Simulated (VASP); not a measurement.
Set up this calculation in VASP 6.6.1, as the native input.

| Property | Result |
| --- | --- |
| Task | single point |
| Functional | LDA |
| Potentials or basis | VASP PAW LDA potentials, release 64 (Sb_d_GW) |
| Cutoff | 500 eV |
| k mesh | 15 × 15 × 15 |
| Occupations | gaussian, width 0.15 eV |
| Spin | no spin polarisation |
| Dipole correction | no |
| Second run | valence_matched |
| Further INCAR settings | ALGO = Normal; EDIFF = 1e-06; NBANDS = 22 |

The structure of Sb lies in POSCAR:

```
Sb
1.0
    2.1800642718      1.2586606942      3.6434822834
   -2.1800642718      1.2586606942      3.6434822834
    0.0000000000     -2.5173213883      3.6434822834
Sb
2
Direct
    0.2336400000      0.2336400000      0.2336400000
    0.7663600000      0.7663600000      0.7663600000
```

This cell differs from its parent crystal: ratio of the length along z to the lengths across it x 0.96, volume and fractional coordinates fixed.

These files were run (other wordings do the same):

INCAR

```
PREC     = Accurate       # precision mode
ENCUT    = 500            # plane-wave cutoff, eV
EDIFF    = 1E-6           # SCF threshold, eV
ISMEAR   = 0              # smearing method
SIGMA    = 0.15           # smearing width, eV
LREAL    = False          # projectors in reciprocal space
LASPH    = True           # aspherical terms in the spheres
NELM     = 120            # most SCF steps
ALGO     = Normal         # electronic algorithm
ISIF     = 2              # what is computed and relaxed
LWAVE    = False          # write WAVECAR
LCHARG   = True           # write CHGCAR
GGA      = CA             # functional
LELF     = True           # ELF
LVHAR    = True         
NBANDS   = 22             # bands
GGA_COMPAT= False
```

KPOINTS

```
Automatic mesh
0
Gamma
  15 15 15
```

Potentials or basis: VASP PAW LDA potentials, release 64 (Sb_d_GW).

The run is started by

```bash
$ cat potpaw_LDA.64/Sb_d_GW/POTCAR > POTCAR
$ mpirun -np 1 vasp_std > vasp.out
```

Results of the run:

```json
{"Pressure": "-1.1 GPa", "Largest force": "0.161 eV/Å", "Band gap on the k mesh": "zero (band 15 reaches 5.14 eV, above the bottom of band 16 at 5.04 eV)"}
```

Caveat: spin-orbit coupling is left out, which moves the levels of the heavy elements.

Wall time 3.5 min on 1 thread of Intel(R) Xeon(R) Platinum 8375C CPU @ 2.90GHz (Ice Lake) (shared host), peak memory 0.49 GiB.
